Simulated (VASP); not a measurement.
# Co (Fm-3m) in VASP: notebook, part 2 of 2

VASP 6.6.1. Earlier steps stand in the parts before.

## Step 5: Single point, RPBE

This run uses another cell than the first one, of 10.59 Å³/atom, 0.842 times its volume.

Contents of INCAR:

```
SYSTEM = Co
PREC     = Accurate       ! precision mode
ENCUT    = 600            ! plane-wave cutoff, eV
EDIFF    = 1E-6           ! SCF threshold, eV
ISMEAR   = -1             ! smearing method
SIGMA    = 0.1            ! smearing width, eV
LREAL    = .FALSE.        ! projectors in reciprocal space
LASPH    = .TRUE.         ! aspherical terms in the spheres
NELM     = 120            ! most SCF steps
ALGO     = Normal         ! electronic algorithm
ISIF     = 2              ! what is computed and relaxed
LWAVE    = .FALSE.        ! write WAVECAR
LCHARG   = .TRUE.         ! write CHGCAR
GGA      = RP             ! functional
LELF     = .TRUE.         ! ELF
LVHAR    = .TRUE.       
NBANDS   = 10             ! bands
GGA_COMPAT= .FALSE.
```

Contents of KPOINTS:

```
regular mesh
0
G
  15 15 15
  0 0 0
```

Contents of POSCAR:

```
Co
1.0
    0.0000000000      1.7427815101      1.7427815101
    1.7427815101      0.0000000000      1.7427815101
    1.7427815101      1.7427815101      0.0000000000
Co
1
Direct
    0.0000000000      0.0000000000      0.0000000000
```

Potentials or basis: VASP PAW PBE potentials, release 64 (Co).

Launch:

```
$ cat potpaw_PBE.64/Co/POTCAR > POTCAR
$ mpirun -np 1 vasp_std > vasp.out
```

OUTCAR:

```text
SYSTEM = Co
   PREC = Accurate
   ENCUT = 600
   EDIFF = 1E-6
   ISMEAR = -1
   LREAL = .FALSE.
   LASPH = .TRUE.
   NELM = 120
   ISIF = 2
   GGA = RP

 ion  position               nearest neighbor table
   1  0.000  0.000  0.000-

  LATTYP: Found a face centered cubic cell.
 ALAT       =     3.4855630202

  Lattice vectors:

 A1 = (   0.0000000000,   1.7427815101,   1.7427815101)
 A2 = (   1.7427815101,   0.0000000000,   1.7427815101)
 A3 = (   1.7427815101,   1.7427815101,   0.0000000000)

Analysis of symmetry for initial positions (statically):
=====================================================================
 Subroutine PRICEL returns:
 Original cell was already a primitive cell.

 Routine SETGRP: Setting up the symmetry group for a
 face centered cubic supercell.

 Subroutine GETGRP returns: Found 48 space group operations
 (whereof 48 operations were pure point group operations)
 out of a pool of 48 trial point group operations.

The static configuration has the point symmetry O_h .

Analysis of symmetry for dynamics (positions and initial velocities):
=====================================================================
 Subroutine PRICEL returns:
 Original cell was already a primitive cell.

 Routine SETGRP: Setting up the symmetry group for a
 face centered cubic supercell.

 Subroutine GETGRP returns: Found 48 space group operations
 (whereof 48 operations were pure point group operations)
 out of a pool of 48 trial point group operations.

The dynamic configuration has the point symmetry O_h .

 Subroutine INISYM returns: Found 48 space group operations
 (whereof 48 operations are pure point group operations),
 and found     1 'primitive' translations

----------------------------------------------------------------------------------------

                                     Primitive cell

  volume of cell :      10.5867

  direct lattice vectors                    reciprocal lattice vectors
[... 103 lines left out ...]
   IMIX   =      4    mixing-type and parameters
     AMIX     =   0.40;   BMIX     =  1.00
     AMIX_MAG =   1.60;   BMIX_MAG =  1.00
  volume/ion in A,a.u.               =      10.59        71.44
  Fermi-wavevector in a.u.,A,eV,Ry     =   1.550849  2.930679 32.723797  2.405131
  Thomas-Fermi vector in A             =   2.655453
   LORBIT       =      0    0 simple, 1 ext, 2 COOP (PROOUT), +10 PAW based schemes
   GGA     = RP    functional components
   LHFCALC =     F    Hartree Fock is set to
   AEXX    =    0.0000 exact exchange contribution
   IVDW    =     0    specifies the selected vdW correction
   LEPSILON=     F    determine dielectric tensor
   LRPA    =     F    only Hartree local field effects (RPA)
 non-spin polarized calculation
  energy-cutoff  :      600.00
  volume of cell :       10.59
 maximum number of plane-waves:       364
   NGX =  9   NGY =  9   NGZ =  9

 number of electron       8.9999995 magnetization

 Free energy of the ion-electron system (eV)
  ---------------------------------------------------
  ext. energy  EPLUGINS =         0.00000000
  ---------------------------------------------------
  free energy    TOTEN  =        -6.31772482 eV

  energy without entropy =       -6.23887554  energy(sigma->0) =       -6.27830018

 E-fermi :  10.5806     XC(G=0): -13.4587

 val. band max:       10.5792924817   @ k =   0.4667   0.4000   0.0000
 cond. band min:      10.5970548042   @ k =  -0.3333   0.3333   0.0000
 fundamental gap:      0.0177623225
 Fermi energy:        10.5806393194

 k-point     1 :       0.0000    0.0000    0.0000
  band No.  band energies     occupation
      1       1.6813      2.00000
      2       8.7553      2.00000
      3       8.7553      2.00000
      4       8.7553      2.00000
      5      10.0414      1.99094
      6      10.0414      1.99094
      7      33.8730      0.00000
      8      38.7113      0.00000
      9      38.7113      0.00000
     10      38.7113      0.00000
[... 287 lines left out ...]
 k-point    24 :       0.2000    0.1333    0.0000
  band No.  band energies     occupation
      1       3.2260      2.00000
      2       8.1735      2.00000
      3       9.1586      2.00000
      4       9.2051      2.00000
      5       9.6257      1.99986
      6      10.2529      1.92728
      7      30.9828      0.00000
      8      33.5212      0.00000
      9      33.8268      0.00000
     10      35.9814      0.00000

 [... further k-points ...]
[... 5 lines left out ...]
  --------------------------------------------------------------------------------------
  -------------------------------------------------------------------------------------
  Total       -0.0384714     -0.0384714     -0.0384714      0.0000000      0.0000000      0.0000000
  in kB       -5.8222417     -5.8222417     -5.8222417      0.0000000      0.0000000      0.0000000
  external PRESSURE =      -5.8222417 kB  Pullay stress =       0.0000000 kB

 VOLUME and BASIS-vectors are now :
 -----------------------------------------------------------------------------
  energy-cutoff  :      600.00
  volume of cell :       10.59
      direct lattice vectors                 reciprocal lattice vectors
     0.000000000  1.742781510  1.742781510    -0.286897696  0.286897696  0.286897696
     1.742781510  0.000000000  1.742781510     0.286897696 -0.286897696  0.286897696
     1.742781510  1.742781510  0.000000000     0.286897696  0.286897696 -0.286897696

 POSITION                                       TOTAL-FORCE (eV/Angst)
 -----------------------------------------------------------------------------------
      0.00000      0.00000      0.00000        -0.000000      0.000000      0.000000
 -----------------------------------------------------------------------------------
    total drift:                                0.000000      0.000000      0.000000

  FREE ENERGIE OF THE ION-ELECTRON SYSTEM (eV)
  ---------------------------------------------------
  free  energy   TOTEN  =        -6.3177248246 eV

  energy  without entropy=       -6.2388755351  energy(sigma->0) =       -6.27830018
```

stdout:

```text
POSCAR found type information on POSCAR Co
 POSCAR found :  1 types and       1 ions
 scaLAPACK will be used
 -----------------------------------------------------------------------------
|                                                                             |
|                                                                             |
|     You enforced a specific xc type in the INCAR file but a different       |
|     I HOPE YOU KNOW WHAT YOU ARE DOING!                                     |
|                                                                             |
 -----------------------------------------------------------------------------

 LDA part: xc-table for (Slater+PW92), standard interpolation
 POSCAR, INCAR and KPOINTS ok, starting setup
 FFT: planning ... GRIDC
 FFT: planning ... GRID_SOFT
 FFT: planning ... GRID
 WAVECAR not read
 entering main loop
```

Run time: 13 s. Hardware: 1 thread of Intel Xeon 8259CL, shared host; peak memory 0.14 GiB.

What came out:

* Free energy: -6.3177 eV
* Pressure: -0.6 GPa

Levels at points of the mesh, in eV from the Fermi level:
```tsv
k point	band 1	band 2	band 3	band 4	band 5	band 6	band 7	band 8	band 9
(0.00, 0.00, 0.00)	-8.90	-1.83	-1.83	-1.83	-0.54	-0.54	23.29	28.13	28.13
```

Caveat: the PAW data sets were made with another functional, which shifts forces and pressure a little; the run has no spin polarisation, though such a crystal can be magnetic. Spin polarisation is off, so any magnetic state and its effect on volume and gap are missing.

## Step 6: Summary

```tsv
task	spin	cell	k mesh	cutoff (eV)	smearing	gap on the mesh (eV)	pressure (GPa)	moment (μB)
single point	collinear, ferromagnetic start	a = 2.610 Å, angles 60.0°, 1 atom	17 × 17 × 17	520	fermi-dirac 0.05 eV	none	-16.4	1.75
relaxation of cell and atoms	collinear, ferromagnetic start	relaxed from a = 2.502 Å, angles 60.0°, 1 atom	15 × 15 × 15	600	fermi-dirac 0.05 eV	none	0.0	1.67
single point	collinear, ferromagnetic start	a = 2.513 Å, angles 60.0°, 1 atom	25 × 25 × 25	520	fermi-dirac 0.05 eV	none	-0.2	1.68
single point	off	a = 2.465 Å, angles 60.0°, 1 atom	15 × 15 × 15	600	fermi-dirac 0.1 eV	none	-0.6	-
```

Alike in all rows: level RPBE; potentials or basis VASP PAW PBE potentials, release 64 (Co).

Caveats: the PAW data sets were made with another functional, which shifts forces and pressure a little.

Total energies depend on the potentials used, so only differences within one code and one set of settings carry meaning.
